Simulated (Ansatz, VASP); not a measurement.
One calculation of Bi, two programs

```
Bi
1.0
    -1.98143    1.98143    1.96162
     1.98143   -1.98143    1.96162
     1.98143    1.98143   -1.96162
Bi
1
Cartesian
  0.0000 0.0000 0.0000
```

Alike in both runs: functional PBEsol; k mesh 8 × 8 × 8; occupations fermi-dirac, width 0.05 eV; no spin polarisation.

```csv
,VASP,Ansatz
version,VASP 6.6.1,Ansatz 0.2.0
potentials or method,"VASP PAW PBE potentials, release 64 (Bi_d)",Ansatz PAW
plane-wave cutoff (eV),520,420
valence electrons in the cell,15,15
task,single point,band structure
```

Ansatz gave:

```
gap on the k mesh at the Fermi level (eV)                     : none
pressure (GPa)                                                : -1.7
traceless stress, the component that is largest in VASP (GPa) : 0.38
```

Task: What did VASP give for the same quantities?

Result: gap on the k mesh at the Fermi level (eV): none; pressure (GPa): -1.8; traceless stress, the component that is largest in VASP (GPa): 0.38.

VASP's potentials were made for PBE, not for PBEsol. A gap of «none» marks a metal or a gap that the smearing closes. With one functional, cell and mesh, what is left measures potentials, basis and numerics.

Spin-orbit coupling is off throughout.
